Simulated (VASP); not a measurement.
Here is a VASP 6.6.1 calculation.

POSCAR

```
B
1.0
    2.2034945065      0.0000000000      0.0000000000
   -1.1017472532      1.9082822198      0.0000000000
    0.0000000000      0.0000000000      7.1067046936
B
4
Direct
    0.0000000000      0.0000000000      0.0000000000
    0.0000000000      0.0000000000      0.5000000000
    0.3333333333      0.6666666667      0.7500000000
    0.6666666667      0.3333333333      0.2500000000
```

File INCAR.step1:

```
  PREC = Accurate
  ENCUT = 600
  ISMEAR = 0
  SIGMA = 0.1
  LREAL = False
  LASPH = True
  NELM = 60
  GGA = PE
  ALGO = Normal
  EDIFF = 1E-4
  LWAVE = True
  LCHARG = False
```

The input INCAR.step2:

```
  PREC = Accurate
  ENCUT = 600
  EDIFF = 1E-7
  ISMEAR = 0
  SIGMA = 0.1
  LREAL = False
  LASPH = True
  NELM = 60
  ALGO = Normal
  ISIF = 3
  LWAVE = False
  LCHARG = False
  METAGGA = R2SCAN
  LMIXTAU = True
  IBRION = 2
  NSW = 90
  EDIFFG = -0.04
  ISTART = 1
```

The input KPOINTS:

```
Automatic mesh
0
Gamma
  9 9 4
```

Potentials or basis: VASP PAW PBE potentials, release 64 (B).

The run is started by

```console
$ cat potpaw_PBE.64/B/POTCAR > POTCAR
$ cp INCAR.step1 INCAR
$ mpirun -np 1 vasp_std > vasp.out
$ cp INCAR.step2 INCAR
$ mpirun -np 1 vasp_std > vasp.out
```

What does it give for the relaxed cell?

a = 2.090 Å, b = 2.090 Å, c = 6.238 Å, α = 90.00°, β = 90.00°, γ = 120.00°.

Predict the band gap on the k mesh.

zero (bands 6 and 7 overlap by 12.02 eV).

Estimate the space group after relaxing (to 0.1 Å).

P6_3/mmc (No. 194).

What does it give for the relaxed volume?

5.90 Å³/atom.

The path:
| step | energy change (eV) | largest force (eV/Å) | pressure (GPa) | volume (Å³) |
| --- | --- | --- | --- | --- |
| 1 | 0.0000 | 0.0000 | -39.97 | 29.88 |
| 2 | -0.9836 | 0.0000 | 11.76 | 22.52 |
| 3 | -1.0106 | 0.0000 | 0.85 | 23.35 |
| 4 | -1.0589 | 0.0000 | 2.27 | 23.29 |
| 5 | -1.0532 | 0.0000 | 7.23 | 23.14 |
| 6 | -1.0697 | 0.0000 | 4.16 | 23.22 |
| 7 | -1.0700 | 0.0000 | 3.92 | 23.23 |
| 8 | -1.0735 | 0.0000 | -1.76 | 23.76 |
| 9 | -1.0744 | 0.0000 | -0.05 | 23.59 |

Caveat: the k points lie up to 0.39 Å⁻¹ apart in the final cell, too coarse for converged energies and pressures of a metal; the volume moved by over 15 % at a fixed basis, so the end points are rough; the PAW data sets were made with another functional, which shifts forces and pressure a little.
